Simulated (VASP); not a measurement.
# Si64Ag (a cell with a defect) in VASP: single point with PBEsol

Aim: the single point of Si64Ag (a cell with a defect) with PBEsol.

Program: VASP 6.6.1. These are calculated values, not measurements. Logs are shortened: lines on timing, memory, paths and dates and some standing lists are left out, and cuts for length are marked.

**1. The cell of the first run**

The cell holds a defect, 65 atoms: a = 10.866 Å, b = 10.866 Å, c = 10.866 Å, α = 90.00°, β = 90.00°, γ = 90.00°.

**2. Single point, PBEsol**

The input, INCAR:

```
SYSTEM = Si64Ag
PREC = Accurate ; ENCUT = 400
EDIFF = 1E-6 ; ISMEAR = -1
SIGMA = 0.05 ; LREAL = Auto
LASPH = .TRUE. ; NELM = 120
ALGO = Normal ; ISIF = 2
LWAVE = .FALSE. ; LCHARG = .FALSE.
GGA = PS ; NELECT = 266.0
ISYM = 0 ; NBANDS = 172
GGA_COMPAT = .FALSE.
```

The input, KPOINTS:

```
Automatic mesh
0
Gamma
  1 1 1
  0.25 0.25 0.25
```

The input, POSCAR:

```
Si64Ag
1.0
   10.8655790000      0.0000000000      0.0000000000
    0.0000000000     10.8655790000      0.0000000000
    0.0000000000      0.0000000000     10.8655790000
Si Ag
64 1
Direct
    0.9991300000      0.9992800000      0.9990500000
    0.9984100000      0.9985600000      0.4981800000
    0.9984100000      0.4983800000      0.9983400000
    0.9991100000      0.5006200000      0.5003700000
    0.4982300000      0.9985300000      0.9983300000
    0.5004400000      0.9992800000      0.5003600000
    0.5004300000      0.5005900000      0.9990300000
    0.5090500000      0.5091400000      0.5089500000
    0.1239700000      0.1241900000      0.1239300000
    0.1193800000      0.1196100000      0.6294100000
    0.1193400000      0.6296700000      0.1193300000
    0.1245000000      0.6252000000      0.6249500000
    0.6294800000      0.1195600000      0.1193000000
    0.6249700000      0.1247100000      0.6249600000
    0.6249700000      0.6251900000      0.1244300000
    0.6324100000      0.6326400000      0.6323800000
    0.2480700000      0.2482300000      0.9983500000
    0.2423700000      0.2425800000      0.5054800000
    0.2501100000      0.7507400000      0.9982400000
    0.2486400000      0.7505000000      0.5005800000
    0.7505500000      0.2503100000      0.9982300000
    0.7503100000      0.2488200000      0.5006000000
    0.7496800000      0.7498400000      0.9996200000
    0.7516200000      0.7518200000      0.4986800000
    0.3741800000      0.3743500000      0.1201100000
    0.3755200000      0.3757300000      0.6288700000
    0.3745200000      0.8745300000      0.1246700000
    0.3748000000      0.8750400000      0.6245900000
    0.8743600000      0.3747000000      0.1246600000
    0.8748800000      0.3749600000      0.6245900000
    0.8747000000      0.8748800000      0.1245000000
    0.8752800000      0.8754500000      0.6253700000
    0.2480700000      0.9986100000      0.2479800000
    0.2501100000      0.9984700000      0.7504600000
    0.2423700000      0.5057700000      0.2422800000
    0.2486600000      0.5008300000      0.7502400000
    0.7505600000      0.9984700000      0.2500300000
    0.7496600000      0.9998800000      0.7495900000
    0.7503000000      0.5008600000      0.2485600000
    0.7516400000      0.4989400000      0.7515500000
    0.3741800000      0.1203600000      0.3741100000
    0.3745100000      0.1248600000      0.8743100000
    0.3755300000      0.6291100000      0.3755300000
    0.3747800000      0.6248300000      0.8748200000
    0.8743700000      0.1248600000      0.3744800000
    0.8746600000      0.1247400000      0.8746700000
    0.8748500000      0.6248400000      0.3747300000
    0.8752900000      0.6255800000      0.8752300000
    0.9983900000      0.2482500000      0.2480300000
    0.9982400000      0.2502700000      0.7505400000
    0.9982500000      0.7507500000      0.2500600000
    0.9996800000      0.7498400000      0.7496300000
    0.5056000000      0.2425100000      0.2422800000
    0.5006000000      0.2488500000      0.7502600000
    0.5006100000      0.7504500000      0.2486200000
    0.4987300000      0.7518300000      0.7516000000
    0.1201900000      0.3743800000      0.3741000000
    0.1247200000      0.3746800000      0.8742900000
    0.1247100000      0.8745500000      0.3744200000
    0.1246000000      0.8748700000      0.8746300000
    0.6290200000      0.3757100000      0.3754600000
    0.6246600000      0.3749800000      0.8747700000
    0.6246500000      0.8750600000      0.3746900000
    0.6254600000      0.8754500000      0.8752100000
    0.3773800000      0.3774400000      0.3770800000
```

Potentials or basis: VASP PAW PBE potentials, release 64 (Si, Ag).

Run with:

```
cat potpaw_PBE.64/Si/POTCAR potpaw_PBE.64/Ag/POTCAR > POTCAR
mpirun -np 1 vasp_std > vasp.out
```

OUTCAR:

```text
SYSTEM = Si64Ag
   PREC = Accurate
   ENCUT = 400
   EDIFF = 1E-6
   ISMEAR = -1
   LREAL = Auto
   LASPH = .TRUE.
   NELM = 120
   ISIF = 2
   GGA = PS
   NELECT = 266.0
   ISYM = 0

 ion  position               nearest neighbor table
   1  0.999  0.999  0.999-  31 2.35  60 2.35  46 2.35   9 2.35
   2  0.998  0.999  0.498-  32 2.34  10 2.34  45 2.35  59 2.35
   3  0.998  0.498  0.998-  48 2.34  11 2.34  29 2.35  58 2.35
   4  0.999  0.501  0.500-  57 2.34  30 2.35  47 2.35  12 2.35
   5  0.498  0.999  0.998-  64 2.34  13 2.34  27 2.35  42 2.35
   6  0.500  0.999  0.500-  41 2.34  63 2.35  28 2.35  14 2.35
   7  0.500  0.501  0.999-  25 2.34  62 2.35  44 2.35  15 2.35
   8  0.509  0.509  0.509-  16 2.32  26 2.43  61 2.43  43 2.43  65 2.48
   9  0.124  0.124  0.124-  17 2.34  33 2.34  49 2.34   1 2.35
  10  0.119  0.120  0.629-  18 2.32  34 2.34  50 2.34   2 2.34
  11  0.119  0.630  0.119-  35 2.32  51 2.34  19 2.34   3 2.34
  12  0.124  0.625  0.625-  20 2.35  36 2.35  52 2.35   4 2.35
  13  0.629  0.120  0.119-  53 2.32  21 2.34  37 2.34   5 2.34
  14  0.625  0.125  0.625-  54 2.35  22 2.35  38 2.35   6 2.35
  15  0.625  0.625  0.124-  39 2.34  55 2.35  23 2.35   7 2.35
  16  0.632  0.633  0.632-   8 2.32  56 2.34  24 2.34  40 2.34
  17  0.248  0.248  0.998-   9 2.34  42 2.35  58 2.35  25 2.35
  18  0.242  0.243  0.505-  10 2.32  57 2.42  41 2.42  26 2.45  65 2.50
  19  0.250  0.751  0.998-  11 2.34  60 2.34  44 2.35  27 2.35
  20  0.249  0.751  0.501-  43 2.34  12 2.35  59 2.35  28 2.35
  21  0.751  0.250  0.998-  13 2.34  46 2.34  62 2.35  29 2.35
  22  0.750  0.249  0.501-  61 2.34  14 2.35  45 2.35  30 2.35
[... 24 lines left out ...]
  47  0.875  0.625  0.375-  51 2.35   4 2.35  24 2.35  39 2.35
  48  0.875  0.626  0.875-   3 2.34  40 2.35  52 2.35  23 2.35
  49  0.998  0.248  0.248-   9 2.34  29 2.35  45 2.35  57 2.35
  50  0.998  0.250  0.751-  10 2.34  46 2.34  30 2.35  58 2.35
  51  0.998  0.751  0.250-  11 2.34  31 2.34  47 2.35  59 2.35
  52  1.000  0.750  0.750-  12 2.35  48 2.35  32 2.35  60 2.35
  53  0.506  0.243  0.242-  13 2.32  41 2.42  25 2.42  61 2.45  65 2.50
  54  0.501  0.249  0.750-  26 2.34  14 2.35  42 2.35  62 2.35
  55  0.501  0.750  0.249-  43 2.34  15 2.35  27 2.35  63 2.35
  56  0.499  0.752  0.752-  16 2.34  64 2.35  28 2.35  44 2.35
  57  0.120  0.374  0.374-   4 2.34  49 2.35  18 2.42  35 2.42  65 2.79
  58  0.125  0.375  0.874-  17 2.35   3 2.35  36 2.35  50 2.35
  59  0.125  0.875  0.374-  33 2.35   2 2.35  20 2.35  51 2.35
  60  0.125  0.875  0.875-  19 2.34  34 2.34   1 2.35  52 2.35
  61  0.629  0.376  0.375-  22 2.34  39 2.34   8 2.43  53 2.45  65 2.73
  62  0.625  0.375  0.875-  21 2.35   7 2.35  40 2.35  54 2.35
  63  0.625  0.875  0.375-  37 2.35   6 2.35  24 2.35  55 2.35
  64  0.625  0.875  0.875-   5 2.34  56 2.35  23 2.35  38 2.35
  65  0.377  0.377  0.377-   8 2.48  53 2.50  35 2.50  18 2.50  61 2.73  43 2.73  26 2.74  25 2.79
                            41 2.79  57 2.79

IMPORTANT INFORMATION: All symmetrisations will be switched off!
NOSYMM: (Re-)initialisation of all symmetry stuff for point group C_1.

----------------------------------------------------------------------------------------

                                     Primitive cell

  volume of cell :    1282.7990

  direct lattice vectors                    reciprocal lattice vectors
    10.865579000  0.000000000  0.000000000     0.092033752  0.000000000  0.000000000
     0.000000000 10.865579000  0.000000000     0.000000000  0.092033752  0.000000000
     0.000000000  0.000000000 10.865579000     0.000000000  0.000000000  0.092033752

  length of vectors
    10.865579000 10.865579000 10.865579000     0.092033752  0.092033752  0.092033752

  position of ions in fractional coordinates (direct lattice)
     0.999130000  0.999280000  0.999050000
     0.998410000  0.998560000  0.498180000
     0.998410000  0.498380000  0.998340000
     0.999110000  0.500620000  0.500370000
     0.498230000  0.998530000  0.998330000
     0.500440000  0.999280000  0.500360000
[... 57 lines left out ...]
     0.625460000  0.875450000  0.875210000
     0.377380000  0.377440000  0.377080000

  ion indices of the primitive-cell ions
   primitive index   ion index
                 1           1
                 2           2
                 3           3
                 4           4
                 5           5
                 6           6
[... 57 lines left out ...]
                64          64
                65          65

----------------------------------------------------------------------------------------

 KPOINTS: Automatic mesh

Automatic generation of k-mesh.
 Grid dimensions read from file:
 generate k-points for:    1    1    1

 Generating k-lattice:

  Cartesian coordinates                     Fractional coordinates (reciprocal lattice)
     0.092033752  0.000000000  0.000000000     1.000000000  0.000000000  0.000000000
     0.000000000  0.092033752  0.000000000     0.000000000  1.000000000  0.000000000
     0.000000000  0.000000000  0.092033752     0.000000000  0.000000000  1.000000000

  Length of vectors
     0.092033752  0.092033752  0.092033752

  Shift w.r.t. Gamma in fractional coordinates (k-lattice)
     0.250000000  0.250000000  0.250000000

 Subroutine IBZKPT returns following result:
 ===========================================

 Found      4 irreducible k-points:

 Following reciprocal coordinates:
            Coordinates               Weight
  0.250000  0.250000  0.250000      2.000000
 -0.250000  0.250000  0.250000      2.000000
 -0.250000 -0.250000  0.250000      2.000000
  0.250000 -0.250000  0.250000      2.000000
   k-points           NKPTS =      4   k-points in BZ     NKDIM =      4   number of bands    NBANDS=    172
   number of dos      NEDOS =    301   number of ions     NIONS =     65
   total plane-waves  NPLWV = 373248
   dimension x,y,z NGX =    72 NGY =   72 NGZ =   72
   dimension x,y,z NGXF=   144 NGYF=  144 NGZF=  144
   ions per type =              64   1
   NGX,Y,Z   is equivalent  to a cutoff of  11.02, 11.02, 11.02 a.u.
   NGXF,Y,Z  is equivalent  to a cutoff of  22.03, 22.03, 22.03 a.u.
 SYSTEM =  Si64Ag
   PREC   = accura    normal or accurate (medium, high low for compatibility)
   ISTART =      0    job   : 0-new  1-cont  2-samecut
   ICHARG =      2    charge: 1-file 2-atom 10-const
   ISPIN  =      1    spin polarized calculation?
   LNONCOLLINEAR =      F non collinear calculations
   LSORBIT =      F    spin-orbit coupling
   LASPH  =      T    aspherical Exc in radial PAW
   ENCUT  =  400.0 eV  29.40 Ry    5.42 a.u.  17.72 17.72 17.72*2*pi/ulx,y,z
   NELM   =    120;   NELMIN=  2; NELMDL= -5     # of ELM steps
   EDIFF  = 0.1E-05   stopping-criterion for ELM
   LREAL  =      T    real-space projection
   EDIFFG = 0.1E-04   stopping-criterion for IOM
   NSW    =      0    number of steps for IOM
   IBRION =     -1    ionic relax: 0-MD 1-quasi-New 2-CG
   NFREE  =      0    steps in history (QN), initial steepest desc. (CG)
   ISIF   =      2    stress and relaxation
   ISYM   =      0    0-nonsym 1-usesym 2-fastsym
   POTIM  = 0.5000    time-step for ionic-motion
   TEBEG  =    0.0;   TEEND  =   0.0 temperature during run
   PSTRESS=    0.0 pullay stress
   NELECT =     266.0000    total number of electrons
   NUPDOWN=      -1.0000    fix difference up-down
   EMIN   =  10.00;   EMAX   =-10.00  energy-range for DOS
   EFERMI =   0.00;   METHOD = LEGACY
   ISMEAR =    -1;   SIGMA  =   0.05  broadening in eV -4-tet -1-fermi 0-gaus
   EFERMI_NEDOS =   21; number of points for ismear=-14 and -15
   IALGO  =     38    algorithm
   IMIX   =      4    mixing-type and parameters
     AMIX     =   0.40;   BMIX     =  1.00
     AMIX_MAG =   1.60;   BMIX_MAG =  1.00
  volume/ion in A,a.u.               =      19.74       133.18
  Fermi-wavevector in a.u.,A,eV,Ry     =   0.968982  1.831111 12.774873  0.938927
  Thomas-Fermi vector in A             =   2.098997
   LORBIT       =      0    0 simple, 1 ext, 2 COOP (PROOUT), +10 PAW based schemes
   GGA     = PS    functional components
   LHFCALC =     F    Hartree Fock is set to
   AEXX    =    0.0000 exact exchange contribution
   IVDW    =     0    specifies the selected vdW correction
   LEPSILON=     F    determine dielectric tensor
   LRPA    =     F    only Hartree local field effects (RPA)
 non-spin polarized calculation
  energy-cutoff  :      400.00
  volume of cell :     1282.80
 maximum number of plane-waves:     23294
 NGX is ok and might be reduce to    70
   NGX = 35   NGY = 35   NGZ = 35

 number of electron     265.9999972 magnetization

 Free energy of the ion-electron system (eV)
  ---------------------------------------------------
  ext. energy  EPLUGINS =         0.00000000
  ---------------------------------------------------
  free energy    TOTEN  =      -375.31396876 eV

  energy without entropy =     -375.31363423  energy(sigma->0) =     -375.31380150

 E-fermi :   6.1385     XC(G=0):  -9.6234

 val. band max:        5.6851470682   @ k =  -0.2500  -0.2500   0.2500
 cond. band min:       6.5785024760   @ k =  -0.2500  -0.2500   0.2500
 fundamental gap:      0.8933554078
 Fermi energy:         6.1384615806

 k-point     1 :       0.2500    0.2500    0.2500
  band No.  band energies     occupation
      1      -5.9068      2.00000
      2      -5.4275      2.00000
      3      -5.3216      2.00000
      4      -5.3215      2.00000
      5      -4.8851      2.00000
      6      -4.8128      2.00000
[... 581 lines left out ...]
    144       7.7131      0.00000
    145       7.7978      0.00000
 [bands above 145 left out]

------------------------ aborting loop because EDIFF is reached ----------------------------------------

  FORCE on cell =-STRESS in cart. coord.  units (eV):
  Direction    XX          YY          ZZ          XY          YZ          ZX
  --------------------------------------------------------------------------------------
  -------------------------------------------------------------------------------------
  Total       -1.3126831     -1.3105723     -1.3096254     -0.5029789     -0.4846977     -0.4979546
  in kB       -1.6395016     -1.6368653     -1.6356827     -0.6282055     -0.6053728     -0.6219302
  external PRESSURE =      -1.6373499 kB  Pullay stress =       0.0000000 kB

 VOLUME and BASIS-vectors are now :
 -----------------------------------------------------------------------------
  energy-cutoff  :      400.00
  volume of cell :     1282.80
      direct lattice vectors                 reciprocal lattice vectors
    10.865579000  0.000000000  0.000000000     0.092033752  0.000000000  0.000000000
     0.000000000 10.865579000  0.000000000     0.000000000  0.092033752  0.000000000
     0.000000000  0.000000000 10.865579000     0.000000000  0.000000000  0.092033752

 POSITION                                       TOTAL-FORCE (eV/Angst)
 -----------------------------------------------------------------------------------
     10.85613     10.85776     10.85526         0.029615      0.030807      0.029615
     10.84830     10.84993      5.41301         0.021801      0.021040      0.037628
     10.84830      5.41519     10.84754         0.020554      0.037649      0.020123
     10.85591      5.43953      5.43681         0.018939      0.024362      0.024641
      5.41356     10.84961     10.84743         0.038511      0.022647      0.020563
      5.43757     10.85776      5.43670         0.024650      0.018968      0.025720
[... 57 lines left out ...]
      6.79599      9.51227      9.50966        -0.050310     -0.021902     -0.023023
      4.10045      4.10110      4.09719        -0.032105     -0.028146     -0.025277
 -----------------------------------------------------------------------------------
    total drift:                               -0.004030      0.002164     -0.006577

  FREE ENERGIE OF THE ION-ELECTRON SYSTEM (eV)
  ---------------------------------------------------
  free  energy   TOTEN  =      -375.3139687597 eV

  energy  without entropy=     -375.3136342343  energy(sigma->0) =     -375.31380150
```

Wall time 14 min (1 thread of Intel Xeon Platinum 8375C at 2.90GHz (Ice Lake), shared host); peak memory 0.92 GiB.

Results:

* Free energy: -375.3140 eV
* Largest force: 0.110 eV/Å

Forces on the atoms (eV/Å):
```
Si   0.030  0.031  0.030
Si   0.022  0.021  0.038
Si   0.021  0.038  0.020
Si   0.019  0.024  0.025
Si   0.039  0.023  0.021
Si   0.025  0.019  0.026
Si   0.026  0.026  0.019
Si   0.010  0.014  0.013
Si  -0.022 -0.022 -0.022
Si  -0.023 -0.024  0.012
Si  -0.020  0.012 -0.023
Si  -0.022 -0.027 -0.026
Si   0.012 -0.025 -0.025
Si  -0.026 -0.022 -0.027
Si  -0.026 -0.026 -0.023
Si  -0.063 -0.064 -0.064
Si   0.027  0.029  0.022
Si   0.045  0.046  0.057
Si   0.034  0.014  0.033
Si   0.019  0.016  0.022
Si   0.014  0.036  0.031
Si   0.017  0.018  0.020
Si   0.025  0.025  0.029
Si   0.029  0.032  0.029
Si  -0.021 -0.022 -0.004
Si  -0.043 -0.045 -0.027
Si  -0.020 -0.024 -0.025
Si  -0.021 -0.025 -0.027
Si  -0.024 -0.020 -0.024
Si  -0.026 -0.019 -0.025
Si  -0.031 -0.029 -0.047
Si  -0.023 -0.022 -0.049
Si   0.027  0.022  0.029
Si   0.035  0.033  0.016
Si   0.044  0.057  0.047
Si   0.017  0.021  0.016
Si   0.016  0.033  0.036
Si   0.026  0.028  0.025
Si   0.017  0.019  0.020
Si   0.030  0.030  0.030
Si  -0.021 -0.004 -0.021
Si  -0.019 -0.023 -0.024
Si  -0.044 -0.027 -0.046
Si  -0.020 -0.025 -0.025
Si  -0.025 -0.022 -0.021
Si  -0.028 -0.048 -0.030
Si  -0.025 -0.026 -0.019
Si  -0.023 -0.048 -0.023
Si   0.023  0.028  0.028
Si   0.035  0.037  0.013
Si   0.033  0.014  0.036
Si   0.028  0.027  0.025
Si   0.057  0.045  0.045
Si   0.021  0.018  0.016
Si   0.023  0.018  0.019
Si   0.030  0.028  0.030
Si  -0.003 -0.021 -0.022
Si  -0.023 -0.019 -0.023
Si  -0.023 -0.023 -0.018
Si  -0.048 -0.028 -0.031
Si  -0.029 -0.045 -0.045
Si  -0.025 -0.021 -0.024
Si  -0.025 -0.029 -0.018
Si  -0.050 -0.022 -0.023
Ag  -0.032 -0.028 -0.025
```

Caveat: the cell carries a net charge on a neutralising background, which shifts energy and pressure; the cell is charged against a uniform background, so pressure and absolute levels hang on convention; the PAW data sets were made with another functional, which shifts forces and pressure a little.
